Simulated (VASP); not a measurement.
BP: single point with r2SCAN

Crystal: BP.

```
CELL_PARAMETERS angstrom
2.31362 2.31362 0.00000
-2.31362 2.31362 0.00000
0.00000 2.31362 2.24983
ATOMIC_POSITIONS crystal
B 0.00000 0.00000 0.00000
P 0.75000 0.25000 0.50000
```

This cell differs from its parent crystal: in-plane strain +0.02, then relaxed in part.

* Program: VASP 6.6.1
* Task: single point
* Functional: r2SCAN
* Potentials or basis: VASP PAW PBE potentials, release 64 (B, P)
* Cutoff: 520 eV
* k mesh: 8 × 8 × 8
* Occupations: gaussian, width 0.01 eV
* Spin: no spin polarisation
* Dipole correction: no
* Further INCAR settings: ALGO = Normal; EDIFF = 1e-07; NBANDS = 11

The pressure is -5.5 GPa and the band gap on the k mesh is 1.08 eV (least direct gap 3.30 eV).

Stress tensor (GPa, compression positive):
```
-8.01  0.00  0.00
 0.00 -8.01  0.00
 0.00  0.00 -0.45
```

Levels at points of the mesh, in eV from the valence-band top:
| k point | band 1 | band 2 | band 3 | band 4 | band 5 | band 6 | band 7 | band 8 | band 9 |
| --- | --- | --- | --- | --- | --- | --- | --- | --- | --- |
| (0.00, 0.00, 0.00) | -16.17 | -0.28 | -0.28 | 0.00 | 3.30 | 3.47 | 3.47 | 7.33 | 11.99 |
| (0.50, 0.00, 0.00) | -12.79 | -9.46 | -2.19 | -1.83 | 3.67 | 4.69 | 5.05 | 10.63 | 14.77 |
| (0.50, 0.50, 0.00) | -11.26 | -9.23 | -4.34 | -4.29 | 1.52 | 1.89 | 12.26 | 12.84 | 15.60 |
| (0.00, 0.00, 0.50) | -10.99 | -8.98 | -4.61 | -4.61 | 1.20 | 1.49 | 12.57 | 12.57 | 16.01 |

It took 20 s on 1 thread of Intel(R) Xeon(R) 6975P-C (Granite Rapids), on a shared host, peak memory 0.14 GiB.

Caveat: the cell differs from its parent crystal (in-plane strain +0.02, then relaxed in part); the cell stands under tension; the PAW data sets were made with another functional, which shifts forces and pressure a little. A k mesh can miss the band edges.
